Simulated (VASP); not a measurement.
# CsPdSe3 (I4/mmm) in VASP: further runs

The runs below take CsPdSe3 through single point, with r2SCAN.

All numbers are computed with VASP 6.6.1; they aren't measurements. Logs are shortened: lines on timing, memory, paths and dates and some standing lists are left out, and cuts for length are marked.

## 1. The cell of the first run

Symmetry: I4/mmm, No. 139, tetragonal system. The conventional cell has a = 7.433 Å, b = 7.433 Å, c = 10.850 Å, α = 90.00°, β = 90.00°, γ = 90.00°. Pd (site symmetry 4/mmm) has 4 Se at 2.37 Å within 3.1 Å. Pd (site symmetry 4/mmm) has 6 Se at 2.32 to 2.88 Å within 3.1 Å. Se (site symmetry m2m) has 2 Pd at 2.37 to 2.88 Å within 3.1 Å. Within 3.1 Å of Se (site symmetry 4mm) lie 1 Pd at 2.32 Å. Cs (site symmetry -4m2) has 12 Se at 3.74 to 3.79 Å and 8 Pd at 4.60 Å within 4.9 Å.

## 2. Single point, r2SCAN

File POSCAR:

```
CsPdSe3
1.0
    0.0000000000      7.4332430400      0.0000000000
    7.4332430400      0.0000000000      0.0000000000
    3.7166220200      3.7166220200     -5.4250832000
Pd Se Cs
2 6 2
Direct
    0.0000000000      0.0000000000      0.0000000000
    0.5000000000      0.5000000000      0.0000000000
    0.2258000000      0.2258000000      0.0000000000
    0.2258000000      0.7742000000      0.0000000000
    0.7742000000      0.7742000000      0.0000000000
    0.7742000000      0.2258000000      0.0000000000
    0.7139000000      0.7139000000      0.5722000000
    0.2861000000      0.2861000000      0.4278000000
    0.7500000000      0.2500000000      0.5000000000
    0.2500000000      0.7500000000      0.5000000000
```

File INCAR.step1:

```
SYSTEM = CsPdSe3
PREC = Accurate ; ENCUT = 520
ISMEAR = -1 ; SIGMA = 0.1
LREAL = .False. ; LASPH = .True.
NELM = 100 ; NBANDS = 48
GGA = PE ; ALGO = Normal
EDIFF = 1E-4 ; LWAVE = .True.
LCHARG = .False.
```

File INCAR.step2:

```
SYSTEM = CsPdSe3
PREC = Accurate ; ENCUT = 520
EDIFF = 1E-6 ; ISMEAR = -1
SIGMA = 0.1 ; LREAL = .False.
LASPH = .True. ; NELM = 100
ALGO = Normal ; ISIF = 2
LWAVE = .False. ; LCHARG = .False.
METAGGA = R2SCAN ; LMIXTAU = .True.
NBANDS = 48 ; ISTART = 1
```

File KPOINTS:

```
regular mesh
0
Gamma
  4 4 4
  0 0 0
```

Potentials or basis: VASP PAW PBE potentials, release 64 (Pd, Se, Cs_sv).

Run with:

```
> cat potpaw_PBE.64/Pd/POTCAR potpaw_PBE.64/Se/POTCAR potpaw_PBE.64/Cs_sv/POTCAR > POTCAR
> cp INCAR.step1 INCAR
> mpirun -np 1 vasp_std > vasp.out
> cp INCAR.step2 INCAR
> mpirun -np 1 vasp_std > vasp.out
```

OUTCAR:

```text
SYSTEM = CsPdSe3
   PREC = Accurate
   ENCUT = 520
   EDIFF = 1E-6
   ISMEAR = -1
   LREAL = .False.
   LASPH = .True.
   NELM = 100
   ISIF = 2
   METAGGA = R2SCAN
   ISTART = 1

 ion  position               nearest neighbor table
   1  0.000  0.000  0.000-   3 2.37   4 2.37   5 2.37   6 2.37   7 3.10   8 3.10
   2  0.500  0.500  0.000-   7 2.32   8 2.32   5 2.88   6 2.88   3 2.88   4 2.88
   3  0.226  0.226  0.000-   1 2.37   2 2.88
   4  0.226  0.774  0.000-   1 2.37   2 2.88
   5  0.774  0.774  0.000-   1 2.37   2 2.88
   6  0.774  0.226  0.000-   1 2.37   2 2.88
   7  0.714  0.714  0.572-   2 2.32   1 3.10
   8  0.286  0.286  0.428-   2 2.32   1 3.10
   9  0.750  0.250  0.500-
  10  0.250  0.750  0.500-

  LATTYP: Found a body centered tetragonal cell.
 ALAT       =     7.4332430400
 C/A-ratio  =     1.4596813721

  Lattice vectors:

 A1 = (  -3.7166220200,   3.7166210200,   5.4250832000)
 A2 = (   3.7166210200,  -3.7166220200,   5.4250832000)
 A3 = (   3.7166220200,   3.7166220200,  -5.4250832000)

Analysis of symmetry for initial positions (statically):
=====================================================================
 Subroutine PRICEL returns:
 Original cell was already a primitive cell.

 Routine SETGRP: Setting up the symmetry group for a
 body centered tetragonal supercell.

 Subroutine GETGRP returns: Found 16 space group operations
 (whereof 16 operations were pure point group operations)
 out of a pool of 16 trial point group operations.

The static configuration has the point symmetry D_4h.

Analysis of symmetry for dynamics (positions and initial velocities):
=====================================================================
 Subroutine PRICEL returns:
 Original cell was already a primitive cell.

 Routine SETGRP: Setting up the symmetry group for a
 body centered tetragonal supercell.

 Subroutine GETGRP returns: Found 16 space group operations
 (whereof 16 operations were pure point group operations)
 out of a pool of 16 trial point group operations.

The dynamic configuration has the point symmetry D_4h.

 Subroutine INISYM returns: Found 16 space group operations
 (whereof 16 operations are pure point group operations),
 and found     1 'primitive' translations

[... 103 lines left out ...]
   NFREE  =      0    steps in history (QN), initial steepest desc. (CG)
   ISIF   =      2    stress and relaxation
   ISYM   =      2    0-nonsym 1-usesym 2-fastsym
   POTIM  = 0.5000    time-step for ionic-motion
   TEBEG  =    0.0;   TEEND  =   0.0 temperature during run
   PSTRESS=    0.0 pullay stress
   NELECT =      74.0000    total number of electrons
   NUPDOWN=      -1.0000    fix difference up-down
   EMIN   =  10.00;   EMAX   =-10.00  energy-range for DOS
   EFERMI =   0.00;   METHOD = LEGACY
   ISMEAR =    -1;   SIGMA  =   0.10  broadening in eV -4-tet -1-fermi 0-gaus
   EFERMI_NEDOS =   21; number of points for ismear=-14 and -15
   IALGO  =     38    algorithm
   IMIX   =      4    mixing-type and parameters
     AMIX     =   0.40;   BMIX     =  1.00
     AMIX_MAG =   1.60;   BMIX_MAG =  1.00
  volume/ion in A,a.u.               =      29.98       202.28
  Fermi-wavevector in a.u.,A,eV,Ry     =   1.026986  1.940721 14.350059  1.054700
  Thomas-Fermi vector in A             =   2.160907
   LORBIT       =      0    0 simple, 1 ext, 2 COOP (PROOUT), +10 PAW based schemes
   METAGGA = R2SCAN    functional components
   LHFCALC =     F    Hartree Fock is set to
   AEXX    =    0.0000 exact exchange contribution
   IVDW    =     0    specifies the selected vdW correction
   LEPSILON=     F    determine dielectric tensor
   LRPA    =     F    only Hartree local field effects (RPA)
 non-spin polarized calculation
  energy-cutoff  :      520.00
  volume of cell :      299.75
 maximum number of plane-waves:      8100
   NGX = 27   NGY = 27   NGZ = 29

 number of electron      74.0000005 magnetization

 Free energy of the ion-electron system (eV)
  ---------------------------------------------------
  ext. energy  EPLUGINS =         0.00000000
  ---------------------------------------------------
  free energy    TOTEN  =      -183.57173669 eV

  energy without entropy =     -183.12157418  energy(sigma->0) =     -183.34665543

 E-fermi :   1.7695     XC(G=0):  -9.3753

 val. band max:        1.7656746848   @ k =   0.5000   0.2500   0.0000
 cond. band min:       1.7847659848   @ k =   0.5000   0.0000   0.2500
 fundamental gap:      0.0190913000
 Fermi energy:         1.7694894498

 k-point     1 :       0.0000    0.0000    0.0000
  band No.  band energies     occupation
      1     -19.1767      2.00000
      2     -19.1588      2.00000
      3     -11.5557      2.00000
      4     -10.6523      2.00000
      5     -10.5984      2.00000
      6     -10.5984      2.00000
[... 652 lines left out ...]
     47       8.7954      0.00000
     48       8.7975      0.00000

------------------------ aborting loop because EDIFF is reached ----------------------------------------

  FORCE on cell =-STRESS in cart. coord.  units (eV):
  Direction    XX          YY          ZZ          XY          YZ          ZX
  --------------------------------------------------------------------------------------
  -------------------------------------------------------------------------------------
  Total       -0.1639755     -0.1639755      1.6924531      0.0000000     -0.0000002     -0.0000002
  in kB       -0.8764489     -0.8764489      9.0461579      0.0000000     -0.0000008     -0.0000008
  external PRESSURE =       2.4310867 kB  Pullay stress =       0.0000000 kB

 VOLUME and BASIS-vectors are now :
 -----------------------------------------------------------------------------
  energy-cutoff  :      520.00
  volume of cell :      299.75
      direct lattice vectors                 reciprocal lattice vectors
     0.000000000  7.433243040  0.000000000     0.000000000  0.134530782  0.092164498
     7.433243040  0.000000000  0.000000000     0.134530782  0.000000000  0.092164498
     3.716622020  3.716622020 -5.425083200     0.000000000  0.000000000 -0.184328970

 POSITION                                       TOTAL-FORCE (eV/Angst)
 -----------------------------------------------------------------------------------
      0.00000      0.00000      0.00000         0.000000     -0.000000     -0.000000
      3.71662      3.71662      0.00000         0.000000     -0.000000     -0.000000
      1.67843      1.67843      0.00000         0.783086      0.783086     -0.000000
      5.75482      1.67843      0.00000        -0.783086      0.783086     -0.000000
      5.75482      5.75482      0.00000        -0.783086     -0.783086     -0.000000
      1.67843      5.75482      0.00000         0.783086     -0.783086      0.000000
      7.43324      7.43324     -3.10423        -0.000000     -0.000000      0.842759
      3.71662      3.71662     -2.32085         0.000000      0.000000     -0.842759
      3.71662      7.43324     -2.71254         0.000000     -0.000000      0.000000
      7.43324      3.71662     -2.71254         0.000000     -0.000000     -0.000000
 -----------------------------------------------------------------------------------
    total drift:                                0.000000     -0.000000     -0.000000

  FREE ENERGIE OF THE ION-ELECTRON SYSTEM (eV)
  ---------------------------------------------------
  free  energy   TOTEN  =      -183.5717366901 eV

  energy  without entropy=     -183.1215741777  energy(sigma->0) =     -183.34665543
```

Wall time 12 min (1 thread of Intel Xeon 6975P-C (Granite Rapids), shared host); peak memory 0.57 GiB.

Results:

```
Free energy            : -183.5717 eV
Pressure               : 0.2 GPa
Largest force          : 1.107 eV/Å
Band gap on the k mesh : zero (band 37 reaches 1.97 eV, above the bottom of band 38 at 1.53 eV)
```

Forces on the atoms (eV/Å):
```
Pd   0.000  0.000  0.000
Pd   0.000  0.000  0.000
Se   0.783  0.783  0.000
Se  -0.783  0.783  0.000
Se  -0.783 -0.783  0.000
Se   0.783 -0.783  0.000
Se   0.000  0.000  0.843
Se   0.000  0.000 -0.843
Cs   0.000  0.000  0.000
Cs   0.000  0.000  0.000
```

Levels at points of the mesh, in eV from the Fermi level:
```csv
k point,band 35,band 36,band 37,band 38,band 39,band 40
"(0.00, 0.00, 0.00)",-0.18,0.06,0.06,0.58,0.58,0.59
"(0.50, 0.00, 0.00)",-0.36,-0.32,0.05,0.10,0.34,0.49
"(0.50, 0.50, 0.00)",-0.44,-0.35,-0.28,-0.24,-0.08,-0.02
"(0.00, 0.00, 0.50)",-0.32,-0.29,-0.29,-0.01,0.03,0.03
```

Caveat: the PAW data sets were made with another functional, which shifts forces and pressure a little; spin-orbit coupling is left out, which moves the levels of the heavy elements.

## 3. Single point, r2SCAN

POSCAR is that of step 2.

File INCAR.step1:

```
SYSTEM = CsPdSe3
ALGO = Normal
EDIFF = 1E-4
ENCUT = 520
GGA = PE
ISMEAR = -1
LASPH = .True.
LCHARG = .False.
LREAL = .False.
LWAVE = .True.
NBANDS = 48
NELM = 100
PREC = Accurate
SIGMA = 0.1
```

File INCAR.step2:

```
SYSTEM = CsPdSe3
ALGO = Normal
EDIFF = 1E-6
ENCUT = 520
ISIF = 2
ISMEAR = -1
ISTART = 1
LASPH = .True.
LCHARG = .True.
LELF = .True.
LMIXTAU = .True.
LREAL = .False.
LVHAR = .True.
LWAVE = .False.
METAGGA = R2SCAN
NBANDS = 48
NELM = 100
PREC = Accurate
SIGMA = 0.1
```

File KPOINTS:

```
k-points
0
Gamma
  4 4 4
  0 0 0
```

Potentials or basis: VASP PAW PBE potentials, release 64 (Pd, Se, Cs_sv).

Run with:

```
> cat potpaw_PBE.64/Pd/POTCAR potpaw_PBE.64/Se/POTCAR potpaw_PBE.64/Cs_sv/POTCAR > POTCAR
> cp INCAR.step1 INCAR
> mpirun -np 1 vasp_std > vasp.out
> cp INCAR.step2 INCAR
> mpirun -np 1 vasp_std > vasp.out
```

It took 11 min on 1 thread of Intel Xeon 6975P-C (Granite Rapids), shared host; peak memory 0.56 GiB.

Results (log left out):

| Item | Value |
| --- | --- |
| Free energy | -183.5717 eV |
| Pressure | 0.2 GPa |
| Largest force | 1.107 eV/Å |
| Band gap on the k mesh | zero (band 37 reaches 1.97 eV, above the bottom of band 38 at 1.53 eV) |

Forces on the atoms (eV/Å):
```
Pd   0.000  0.000  0.000
Pd   0.000  0.000  0.000
Se   0.783  0.783  0.000
Se  -0.783  0.783  0.000
Se  -0.783 -0.783  0.000
Se   0.783 -0.783  0.000
Se   0.000  0.000  0.843
Se   0.000  0.000 -0.843
Cs   0.000  0.000  0.000
Cs   0.000  0.000  0.000
```

Stress tensor (GPa, compression positive):
```
-0.09  0.00  0.00
 0.00 -0.09  0.00
 0.00  0.00  0.90
```

Levels at points of the mesh, in eV from the Fermi level:
| k point | band 33 | band 34 | band 35 | band 36 | band 37 | band 38 | band 39 | band 40 | band 41 | band 42 |
| --- | --- | --- | --- | --- | --- | --- | --- | --- | --- | --- |
| (0.00, 0.00, 0.00) | -0.48 | -0.48 | -0.18 | 0.06 | 0.06 | 0.58 | 0.58 | 0.59 | 1.55 | 3.48 |
| (0.50, 0.00, 0.00) | -0.76 | -0.60 | -0.36 | -0.32 | 0.05 | 0.10 | 0.34 | 0.49 | 1.37 | 2.29 |
| (0.50, 0.50, 0.00) | -0.87 | -0.46 | -0.44 | -0.35 | -0.28 | -0.24 | -0.08 | -0.02 | 0.53 | 3.45 |
| (0.00, 0.00, 0.50) | -0.98 | -0.32 | -0.32 | -0.29 | -0.29 | -0.01 | 0.03 | 0.03 | 0.55 | 3.46 |

Caveat: the PAW data sets were made with another functional, which shifts forces and pressure a little; spin-orbit coupling is left out, which moves the levels of the heavy elements.
